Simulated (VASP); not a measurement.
Os:

```
Os
1.0
     2.73410    0.00000    0.00000
    -1.36705    2.36780    0.00000
     0.00000    0.00000    4.31970
Os
2
Cartesian
  1.3671 0.7893 3.2398
  0.0000 1.5785 1.0799
```

Base run:

| Property | Result |
| --- | --- |
| Program | VASP 6.6.1 |
| Functional | PBEsol |
| Potentials or basis | VASP PAW PBE potentials, release 64 (Os) |
| Cutoff | 520 eV |
| k mesh | 9 × 9 × 5 |
| Occupations | fermi-dirac, width 0.05 eV |
| Spin | no spin polarisation |

Its results: band gap on the k mesh zero (bands 8 and 9 overlap by 3.85 eV); pressure -2.6 GPa.

**Question.** The run is repeated on the same cell with these changes: functional from PBEsol to HSE06; k mesh from 9 × 9 × 5 to 6 × 6 × 4. What comes out?

**Answer.** Band gap on the k mesh zero (bands 8 and 9 overlap by 4.41 eV); pressure -4.0 GPa.

Several settings changed at once.

Caveats: some runs use coarse meshes; the PAW data sets were made with another functional, which shifts forces and pressure a little; spin-orbit coupling is left out, which moves the levels of the heavy elements.
